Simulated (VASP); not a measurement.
Wanted: the native input for a VASP 6.6.1 run.

```yaml
Task: single point
Functional: PBE
Potentials_or_basis: VASP PAW PBE potentials, release 64 (Na_pv, Ba_sv, F)
Cutoff: 520 eV
k_mesh: 6 × 6 × 4
Occupations: gaussian, width 0.1 eV
Spin: no spin polarisation
Dipole_correction: no
Further_INCAR_settings: ALGO = Normal; EDIFF = 1e-06; NBANDS = 19
```

The structure of BaNaF lies in POSCAR:

```
BaNaF
1.0
    4.4421971862      0.0000000000      0.0000000000
   -2.2210985931      3.8470556119      0.0000000000
    0.0000000000      0.0000000000      6.7221212626
Na Ba F
1 1 1
Direct
    0.0000000000      0.0000000000      0.0000000000
    0.3333333333      0.6666666667      0.5000000000
    0.6666666667      0.3333333333      0.5000000000
```

One way to write it, as run:

INCAR

```
ALGO = Normal
EDIFF = 1E-6
ENCUT = 520
GGA = PE
ISIF = 2
ISMEAR = 0
LASPH = True
LCHARG = False
LREAL = False
LWAVE = False
NBANDS = 19
NELM = 100
PREC = Accurate
SIGMA = 0.1
```

KPOINTS

```
k-points
0
Gamma
  6 6 4
```

Potentials or basis: VASP PAW PBE potentials, release 64 (Na_pv, Ba_sv, F).

Run with:

```bash
$ cat potpaw_PBE.64/Na_pv/POTCAR potpaw_PBE.64/Ba_sv/POTCAR potpaw_PBE.64/F/POTCAR > POTCAR
$ mpirun -np 1 vasp_std > vasp.out
```

Results of the run:

| Item | Value |
| --- | --- |
| Pressure | 0.4 GPa |
| Band gap on the k mesh | zero (band 12 reaches 1.43 eV, above the bottom of band 13 at 0.43 eV) |

Caveat: spin-orbit coupling is left out, which moves the levels of the heavy elements.

It took 25 s on 1 thread of Intel(R) Xeon(R) 6975P-C (Granite Rapids) (shared host), peak memory 0.26 GiB.
